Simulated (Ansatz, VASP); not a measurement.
**Hf3Si2F: VASP beside Ansatz**

```
Hf Si F
1.0
     4.54110    0.00000    0.00000
    -2.27055    3.93271    0.00000
     0.00000    0.00000    5.79013
Hf Si F
3 2 1
Direct
  0.66667 0.33333 0.50000
  0.00000 0.00000 0.00000
  0.00000 0.00000 0.50000
  0.33333 0.66667 0.27948
  0.33333 0.66667 0.72052
  0.66667 0.33333 0.00000
```

Change from the starting cell: species swapped into the Sr2Al3Ge type (P-6m2, No. 187).

Alike in both runs: functional PBE; k mesh 12 × 12 × 8; occupations gaussian, width 0.1 eV; no spin polarisation.

Ansatz relaxed the structure, and its values are those at the end. VASP's run is a single point on that final structure, the one shown.

|  | VASP | Ansatz |
| --- | --- | --- |
| version | VASP 6.6.1 | Ansatz 0.2.0 |
| potentials or method | VASP PAW PBE potentials, release 64 (Hf_pv, Si, F), cutoff 520 eV | scalar-relativistic, plane waves, PAW |
| valence electrons in the cell | 45 | 93 |

```tsv
	VASP	Ansatz	Ansatz less VASP
gap on the k mesh at the Fermi level (eV)	none	none	-
pressure (GPa)	-0.5	0.0	+0.56
rms of the force components (eV/Å)	0.007	0.003	-0.0044
```

A gap of «none» marks a metal or a gap that the smearing closes. VASP's potentials hold 45 valence electrons a cell and Ansatz's 93, so a difference there can come from the potentials and not from the codes.

Neither program's run includes spin-orbit coupling.
